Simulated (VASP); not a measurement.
# CoO (R3m) in VASP: a series of runs

Runs on CoO. Level: PBEsol. Tasks: single point.

All numbers are computed with VASP 6.6.1; they aren't measurements. Logs are shortened: lines on timing, memory, paths and dates and some standing lists are left out, and cuts for length are marked.

## 1. The cell of the first run

The structure is trigonal, space group R3m (No. 160). Conventional cell: a = 3.011 Å, b = 3.011 Å, c = 7.320 Å, α = 90.00°, β = 90.00°, γ = 120.00°. Within 2.7 Å of Co (site symmetry 3m) lie 6 O at 2.07 to 2.18 Å. O (site symmetry 3m) has 6 Co at 2.07 to 2.18 Å within 2.7 Å.

## 2. Single point, PBEsol, collinear spin, ferromagnetic start (all O atoms moved +0.087 Å, as atom 2 along Cartesian [0 0 1])

INCAR

```
SYSTEM = CoO
PREC = Accurate
ENCUT = 520
EDIFF = 1E-7
ISMEAR = 0
SIGMA = 0.15
LREAL = .FALSE.
LASPH = .TRUE.
NELM = 150
ALGO = Normal
ISIF = 2
LWAVE = .FALSE.
LCHARG = .FALSE.
ISPIN = 2
MAGMOM = 2.64 0.33
LORBIT = 11
LMAXMIX = 4
GGA = PS
NBANDS = 18
```

KPOINTS

```
Automatic mesh
0
G
  18 18 18
  0 0 0
```

POSCAR

```
CoO
1.0
    1.5054695445      0.8691832468      2.4399269062
   -1.5054695445      0.8691832468      2.4399269062
    0.0000000000     -1.7383664936      2.4399269062
Co O
1 1
Direct
    0.0000000000      0.0000000000      0.0000000000
    0.5119539100      0.5119539100      0.5119539100
```

Potentials or basis: VASP PAW PBE potentials, release 64 (Co, O).

On the command line:

```console
> cat potpaw_PBE.64/Co/POTCAR potpaw_PBE.64/O/POTCAR > POTCAR
> mpirun -np 1 vasp_std > vasp.out
```

OUTCAR:

```text
SYSTEM = CoO
   PREC = Accurate
   ENCUT = 520
   EDIFF = 1E-7
   ISMEAR = 0
   LREAL = .FALSE.
   LASPH = .TRUE.
   NELM = 150
   ISIF = 2
   ISPIN = 2
   LORBIT = 11
   GGA = PS

 ion  position               nearest neighbor table
   1  0.000  0.000  0.000-   2 2.07   2 2.07   2 2.07   2 2.18   2 2.18   2 2.18
   2  0.512  0.512  0.512-   1 2.07   1 2.07   1 2.07   1 2.18   1 2.18   1 2.18

  LATTYP: Found a trigonal (rhomboedric) cell.
 ALAT       =     2.9958573687
 COS(alpha) =     0.4949531368

  Lattice vectors:

 A1 = (   1.5054695445,   0.8691832468,   2.4399269062)
 A2 = (  -1.5054695445,   0.8691832468,   2.4399269062)
 A3 = (   0.0000000000,  -1.7383664936,   2.4399269062)

Analysis of symmetry for initial positions (statically):
=====================================================================
 Subroutine PRICEL returns:
 Original cell was already a primitive cell.

 Routine SETGRP: Setting up the symmetry group for a
 trigonal (rhombohedral) supercell.

 Subroutine GETGRP returns: Found  6 space group operations
 (whereof  6 operations were pure point group operations)
 out of a pool of 12 trial point group operations.

The static configuration has the point symmetry C_3v.

Analysis of symmetry for dynamics (positions and initial velocities):
=====================================================================
 Subroutine PRICEL returns:
 Original cell was already a primitive cell.

 Routine SETGRP: Setting up the symmetry group for a
 trigonal (rhombohedral) supercell.

 Subroutine GETGRP returns: Found  6 space group operations
 (whereof  6 operations were pure point group operations)
 out of a pool of 12 trial point group operations.

The dynamic configuration has the point symmetry C_3v.

Analysis of structural, dynamic, and magnetic symmetry:
=====================================================================
 Subroutine PRICEL returns:
 Original cell was already a primitive cell.

 Routine SETGRP: Setting up the symmetry group for a
 trigonal (rhombohedral) supercell.

 Subroutine GETGRP returns: Found  6 space group operations
 (whereof  6 operations were pure point group operations)
 out of a pool of 12 trial point group operations.

The overall configuration has the point symmetry C_3v.

 Subroutine INISYM returns: Found  6 space group operations
 (whereof  6 operations are pure point group operations),
 and found     1 'primitive' translations

----------------------------------------------------------------------------------------

                                     Primitive cell

  volume of cell :      19.1563

  direct lattice vectors                    reciprocal lattice vectors
     1.505469544  0.869183247  2.439926906     0.332122295  0.191750896  0.136616114
    -1.505469544  0.869183247  2.439926906    -0.332122295  0.191750896  0.136616114
     0.000000000 -1.738366494  2.439926906     0.000000000 -0.383501793  0.136616114

  length of vectors
     2.995857369  2.995857369  2.995857369     0.407108816  0.407108816  0.407108816

  position of ions in fractional coordinates (direct lattice)
     0.000000000  0.000000000  0.000000000
     0.511953910  0.511953910  0.511953910

  ion indices of the primitive-cell ions
   primitive index   ion index
                 1           1
                 2           2

----------------------------------------------------------------------------------------

 KPOINTS: Automatic mesh

Automatic generation of k-mesh.
 Grid dimensions read from file:
 generate k-points for:   18   18   18

 Generating k-lattice:

  Cartesian coordinates                     Fractional coordinates (reciprocal lattice)
     0.018451239  0.010652828  0.007589784     0.055555556  0.000000000  0.000000000
    -0.018451239  0.010652828  0.007589784     0.000000000  0.055555556  0.000000000
     0.000000000 -0.021305655  0.007589784     0.000000000  0.000000000  0.055555556

  Length of vectors
     0.022617156  0.022617156  0.022617156

  Shift w.r.t. Gamma in fractional coordinates (k-lattice)
     0.000000000  0.000000000  0.000000000

 Subroutine IBZKPT returns following result:
 ===========================================

 Found    580 irreducible k-points:

 Following reciprocal coordinates:
            Coordinates               Weight
  0.000000  0.000000  0.000000      1.000000
  0.055556  0.000000 -0.000000      6.000000
  0.111111  0.000000 -0.000000      6.000000
  0.166667  0.000000 -0.000000      6.000000
  0.222222  0.000000  0.000000      6.000000
  0.277778  0.000000  0.000000      6.000000
[... 16 lines left out ...]
 -0.277778  0.055556 -0.000000     12.000000
 -0.222222  0.055556 -0.000000     12.000000
 [... further k-points ...]
   k-points           NKPTS =    580   k-points in BZ     NKDIM =    580   number of bands    NBANDS=     18
   number of dos      NEDOS =    301   number of ions     NIONS =      2
   total plane-waves  NPLWV =  13824
   dimension x,y,z NGX =    24 NGY =   24 NGZ =   24
   dimension x,y,z NGXF=    48 NGYF=   48 NGZF=   48
   ions per type =               1   1
   NGX,Y,Z   is equivalent  to a cutoff of  13.32, 13.32, 13.32 a.u.
   NGXF,Y,Z  is equivalent  to a cutoff of  26.64, 26.64, 26.64 a.u.
 SYSTEM =  CoO
   PREC   = accura    normal or accurate (medium, high low for compatibility)
   ISTART =      0    job   : 0-new  1-cont  2-samecut
   ICHARG =      2    charge: 1-file 2-atom 10-const
   ISPIN  =      2    spin polarized calculation?
   LNONCOLLINEAR =      F non collinear calculations
   LSORBIT =      F    spin-orbit coupling
   LASPH  =      T    aspherical Exc in radial PAW
   ENCUT  =  520.0 eV  38.22 Ry    6.18 a.u.   5.57  5.57  5.57*2*pi/ulx,y,z
   NELM   =    150;   NELMIN=  2; NELMDL= -5     # of ELM steps
   EDIFF  = 0.1E-06   stopping-criterion for ELM
   LREAL  =      F    real-space projection
   EDIFFG = 0.1E-05   stopping-criterion for IOM
   NSW    =      0    number of steps for IOM
   IBRION =     -1    ionic relax: 0-MD 1-quasi-New 2-CG
   NFREE  =      0    steps in history (QN), initial steepest desc. (CG)
   ISIF   =      2    stress and relaxation
   ISYM   =      2    0-nonsym 1-usesym 2-fastsym
   POTIM  = 0.5000    time-step for ionic-motion
   TEBEG  =    0.0;   TEEND  =   0.0 temperature during run
   PSTRESS=    0.0 pullay stress
   NELECT =      15.0000    total number of electrons
   NUPDOWN=      -1.0000    fix difference up-down
   EMIN   =  10.00;   EMAX   =-10.00  energy-range for DOS
   EFERMI =   0.00;   METHOD = LEGACY
   ISMEAR =     0;   SIGMA  =   0.15  broadening in eV -4-tet -1-fermi 0-gaus
   EFERMI_NEDOS =   21; number of points for ismear=-14 and -15
   IALGO  =     38    algorithm
   IMIX   =      4    mixing-type and parameters
     AMIX     =   0.40;   BMIX     =  1.00
     AMIX_MAG =   1.60;   BMIX_MAG =  1.00
  volume/ion in A,a.u.               =       9.58        64.64
  Fermi-wavevector in a.u.,A,eV,Ry     =   1.508927  2.851458 30.978555  2.276860
  Thomas-Fermi vector in A             =   2.619316
   LORBIT       =     11    0 simple, 1 ext, 2 COOP (PROOUT), +10 PAW based schemes
   GGA     = PS    functional components
   LHFCALC =     F    Hartree Fock is set to
   AEXX    =    0.0000 exact exchange contribution
   IVDW    =     0    specifies the selected vdW correction
   LEPSILON=     F    determine dielectric tensor
   LRPA    =     F    only Hartree local field effects (RPA)
 spin polarized calculation
 Gauss-broadening in eV      SIGMA  =   0.15
  energy-cutoff  :      520.00
  volume of cell :       19.16
 maximum number of plane-waves:       534
   NGX = 11   NGY = 11   NGZ = 11

 number of electron      15.0000001 magnetization       2.9134447

 Free energy of the ion-electron system (eV)
  ---------------------------------------------------
  ext. energy  EPLUGINS =         0.00000000
  ---------------------------------------------------
  free energy    TOTEN  =       -13.97743974 eV

  energy without entropy =      -13.93180774  energy(sigma->0) =      -13.95462374

 E-fermi :   7.9427     XC(G=0): -12.7082

 val. band max:        7.9426397613   @ k =  -0.4444   0.5000   0.4444
 cond. band min:       7.9430522510   @ k =   0.4444   0.2778   0.2778
 fundamental gap:      0.0004124896
 Fermi energy:         7.9426894802

 spin component 1

 k-point     1 :       0.0000    0.0000    0.0000
  band No.  band energies     occupation
      1     -12.3726      1.00000
      2       4.2257      1.00000
      3       4.2257      1.00000
      4       4.3534      1.00000
      5       4.7583      1.00000
      6       4.7583      1.00000
[... 10 lines left out ...]
     17      29.5319      0.00000
     18      32.7299      0.00000
[... 463 lines left out ...]
 k-point    24 :      -0.2222    0.0556   -0.0000
  band No.  band energies     occupation
      1     -11.8039      1.00000
      2       1.5493      1.00000
      3       2.5862      1.00000
      4       2.8397      1.00000
      5       5.0781      1.00000
      6       5.1314      1.00000
[... 10 lines left out ...]
     17      34.7616      0.00000
     18      36.7512      0.00000

 [... further k-points ...]

 spin component 2

 k-point     1 :       0.0000    0.0000    0.0000
  band No.  band energies     occupation
      1     -11.8366      1.00000
      2       5.1617      1.00000
      3       5.1617      1.00000
      4       5.2209      1.00000
      5       6.8431      1.00000
      6       6.8431      1.00000
[... 10 lines left out ...]
     17      30.4700      0.00000
     18      33.5428      0.00000
[... 463 lines left out ...]
 k-point    24 :      -0.2222    0.0556   -0.0000
  band No.  band energies     occupation
      1     -11.2508      1.00000
      2       2.2606      1.00000
      3       3.9276      1.00000
      4       4.0334      1.00000
      5       7.2006      1.00000
      6       7.3642      1.00000
[... 10 lines left out ...]
     17      35.2585      0.00000
     18      37.5116      0.00000

 [... further k-points ...]

------------------------ aborting loop because EDIFF is reached ----------------------------------------

  FORCE on cell =-STRESS in cart. coord.  units (eV):
  Direction    XX          YY          ZZ          XY          YZ          ZX
  --------------------------------------------------------------------------------------
  -------------------------------------------------------------------------------------
  Total       -1.0456068     -1.0456068     -1.1574625      0.0000000      0.0000000      0.0000000
  in kB      -87.4515629    -87.4515629    -96.8068560      0.0000000      0.0000000      0.0000000
  external PRESSURE =     -90.5699939 kB  Pullay stress =       0.0000000 kB

 VOLUME and BASIS-vectors are now :
 -----------------------------------------------------------------------------
  energy-cutoff  :      520.00
  volume of cell :       19.16
      direct lattice vectors                 reciprocal lattice vectors
     1.505469544  0.869183247  2.439926906     0.332122295  0.191750896  0.136616114
    -1.505469544  0.869183247  2.439926906    -0.332122295  0.191750896  0.136616114
     0.000000000 -1.738366494  2.439926906     0.000000000 -0.383501793  0.136616114

 POSITION                                       TOTAL-FORCE (eV/Angst)
 -----------------------------------------------------------------------------------
      0.00000      0.00000      0.00000         0.000000      0.000000      0.012336
      0.00000      0.00000      3.74739         0.000000      0.000000     -0.012336
 -----------------------------------------------------------------------------------
    total drift:                                0.000000      0.000000      0.000021

  FREE ENERGIE OF THE ION-ELECTRON SYSTEM (eV)
  ---------------------------------------------------
  free  energy   TOTEN  =       -13.9774397416 eV

  energy  without entropy=      -13.9318077360  energy(sigma->0) =      -13.95462374

 total charge

# of ion       s       p       d       tot
------------------------------------------
    1        0.302   0.370   7.155   7.827
    2        1.551   3.404   0.000   4.955
--------------------------------------------------
tot          1.853   3.774   7.155  12.782

 magnetization (x)

# of ion       s       p       d       tot
------------------------------------------
    1        0.019   0.019   2.508   2.546
    2        0.029   0.284   0.000   0.313
--------------------------------------------------
tot          0.049   0.302   2.508   2.859
```

Wall time 3.1 min (1 thread of Intel Xeon 6975P-C (Granite Rapids), shared host); peak memory 0.4 GiB.

What came out:

- Free energy: -13.9774 eV
- Pressure: -9.1 GPa
- Largest force: 0.012 eV/Å
- Net moment: 2.91 μB per cell
- Site moments: Co +2.55; O +0.31 μB
- Valence electrons inside the program's atomic spheres: Co 7.83; O 4.96

Forces on the atoms (eV/Å):
```
Co   0.000  0.000  0.012
O    0.000  0.000 -0.012
```

Stress tensor (GPa, compression positive):
```
-8.75  0.00  0.00
 0.00 -8.75  0.00
 0.00  0.00 -9.68
```

Caveat: the cell differs from its parent crystal (all O atoms moved +0.087 Å, as atom 2 along Cartesian [0 0 1]); the PAW data sets were made with another functional, which shifts forces and pressure a little; a cell with one magnetic atom can't hold antiferromagnetic order, which such compounds often take; semilocal functionals often make such compounds metallic where correlation or magnetic order opens a gap, which also shifts bond lengths.

## 3. Single point, PBEsol, collinear spin, ferromagnetic start (all O atoms moved +0.062 Å, as atom 2 along Cartesian [0 0 1])

INCAR is that of step 2.

KPOINTS is that of step 2.

Changes to POSCAR since step 2:

```diff
@@ -9,2 +9,2 @@
     0.0000000000      0.0000000000      0.0000000000
-    0.5119539100      0.5119539100      0.5119539100
+    0.5085385071      0.5085385071      0.5085385071
```

Potentials or basis: VASP PAW PBE potentials, release 64 (Co, O).

On the command line:

```console
> cat potpaw_PBE.64/Co/POTCAR potpaw_PBE.64/O/POTCAR > POTCAR
> mpirun -np 1 vasp_std > vasp.out
```

It took 2.7 min on 1 thread of Intel Xeon 6975P-C (Granite Rapids), shared host; peak memory 0.4 GiB.

It converged, with:

| Property | Result |
| --- | --- |
| Free energy | -13.9776 eV |
| Pressure | -9.3 GPa |
| Largest force | 0.005 eV/Å |
| Net moment | 2.91 μB per cell |
| Site moments | Co +2.54; O +0.31 μB |
| Valence electrons inside the program's atomic spheres | Co 7.82; O 4.95 |

Forces in eV/Å, atoms in the order of the input:
```
Co   0.000  0.000  0.005
O    0.000  0.000 -0.005
```

Stress tensor (GPa, compression positive):
```
-9.15  0.00  0.00
 0.00 -9.15  0.00
 0.00  0.00 -9.75
```

Levels at points of the mesh, in eV from the Fermi level:
Spin up:
| k point | band 7 | band 8 | band 9 | band 10 | band 11 | band 12 |
| --- | --- | --- | --- | --- | --- | --- |
| (0.00, 0.00, 0.00) | -2.92 | -2.92 | -2.87 | 0.89 | 16.57 | 17.91 |
| (0.50, 0.00, 0.00) | -1.86 | 0.06 | 0.10 | 4.91 | 9.22 | 13.28 |
| (0.50, 0.50, 0.00) | -2.39 | -2.11 | -2.11 | 5.73 | 9.70 | 11.48 |
| (0.50, 0.50, 0.50) | -1.82 | 0.12 | 0.12 | 4.84 | 9.33 | 13.18 |
Spin down:
```csv
k point,band 2,band 3,band 4,band 5,band 6,band 7,band 8,band 9,band 10,band 11
"(0.00, 0.00, 0.00)",-2.73,-2.73,-2.67,-1.11,-1.11,-1.02,-0.10,-0.10,1.44,16.53
"(0.50, 0.00, 0.00)",-7.78,-4.80,-4.73,-0.14,-0.11,0.19,2.52,2.58,5.24,10.03
"(0.50, 0.50, 0.00)",-6.57,-3.98,-3.94,-2.24,0.15,0.15,0.35,0.82,6.57,10.20
"(0.50, 0.50, 0.50)",-7.74,-4.83,-4.83,-0.11,-0.11,0.22,2.60,2.60,5.15,10.15
```

Caveat: the cell differs from its parent crystal (all O atoms moved +0.062 Å, as atom 2 along Cartesian [0 0 1]); the PAW data sets were made with another functional, which shifts forces and pressure a little; a cell with one magnetic atom can't hold antiferromagnetic order, which such compounds often take; semilocal functionals often make such compounds metallic where correlation or magnetic order opens a gap, which also shifts bond lengths.
